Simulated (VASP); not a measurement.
Here is a VASP 6.6.1 calculation.

File POSCAR:

```
Te2Mo
1.0
    3.5415000168      0.0000000000      0.0000000000
   -1.7707500084      3.0670289820      0.0000000000
    0.0000000000      0.0000000000     14.0661430943
Te Mo
4 2
Direct
    0.6666666667      0.3333333333      0.3790000000
    0.3333333333      0.6666666667      0.8790000000
    0.6666666667      0.3333333333      0.1210000000
    0.3333333333      0.6666666667      0.6210000000
    0.6666666667      0.3333333333      0.7500000000
    0.3333333333      0.6666666667      0.2500000000
```

File INCAR.step1:

```
SYSTEM = Te2Mo
ALGO     = Normal         ! electronic algorithm
EDIFF    = 1E-4           ! SCF threshold, eV
ENCUT    = 520            ! plane-wave cutoff, eV
GGA      = PE             ! functional
ISMEAR   = -1             ! smearing method
LASPH    = .TRUE.         ! aspherical terms in the spheres
LCHARG   = .FALSE.        ! write CHGCAR
LREAL    = .FALSE.        ! projectors in reciprocal space
LWAVE    = .TRUE.         ! write WAVECAR
NBANDS   = 35             ! bands
NELM     = 60             ! most SCF steps
PREC     = Accurate       ! precision mode
SIGMA    = 0.05           ! smearing width, eV
```

INCAR.step2

```
SYSTEM = Te2Mo
ALGO     = Normal         ! electronic algorithm
BPARAM   = 11.95        
CPARAM   = 0.0093       
EDIFF    = 1E-7           ! SCF threshold, eV
ENCUT    = 520            ! plane-wave cutoff, eV
ISIF     = 2              ! what is computed and relaxed
ISMEAR   = -1             ! smearing method
ISTART   = 1            
IVDW_NL  = 2            
LASPH    = .TRUE.         ! aspherical terms in the spheres
LCHARG   = .FALSE.        ! write CHGCAR
LMIXTAU  = .TRUE.       
LREAL    = .FALSE.        ! projectors in reciprocal space
LUSE_VDW = .TRUE.       
LWAVE    = .FALSE.        ! write WAVECAR
METAGGA  = R2SCAN         ! meta-GGA
NBANDS   = 35             ! bands
NELM     = 60             ! most SCF steps
PREC     = Accurate       ! precision mode
SIGMA    = 0.05           ! smearing width, eV
```

KPOINTS

```
k-points
0
G
  9 9 2
  0 0 0
```

Potentials or basis: VASP PAW PBE potentials, release 64 (Te, Mo_sv).

Run with:

```sh
$ cat potpaw_PBE.64/Te/POTCAR potpaw_PBE.64/Mo_sv/POTCAR > POTCAR
$ cp INCAR.step1 INCAR
$ mpirun -np 1 vasp_std > vasp.out
$ cp INCAR.step2 INCAR
$ mpirun -np 1 vasp_std > vasp.out
```

Problem. What does it give for the pressure?

Solution. -0.6 GPa.

Problem. Estimate the band gap on the k mesh.

Solution. 0.88 eV (least direct gap 1.10 eV).

Forces in eV/Å, atoms in the order of the input:
```
Te   0.000  0.000 -0.266
Te   0.000  0.000 -0.266
Te   0.000  0.000  0.266
Te   0.000  0.000  0.266
Mo   0.000  0.000  0.000
Mo   0.000  0.000  0.000
```

Caveat: the PAW data sets were made with another functional, which shifts forces and pressure a little; spin-orbit coupling is left out, which moves the levels of the heavy elements.

**What was measured.**

“Broadband infrared study of pressure-tunable Fano resonance and metallization transition in 2H-MoTe2”, 2022, pmc:9569381 quotes, for a bulk crystal of Te2Mo at 300 K: band gap 0.88 ± 0.05 eV (indirect).

Measured gap of Te2Mo: 0.88 eV (indirect; 300 K; quoted in “Broadband infrared study of pressure-tunable Fano resonance and metallization transition in 2H-MoTe2”, 2022, pmc:9569381). This calculation gives 0.88 eV (0.00 eV). Spin-orbit coupling on Mo, Te is left out. The value is that of r2SCAN+rVV10 on a finite k mesh, which can miss the band edges, without temperature or zero-point motion.
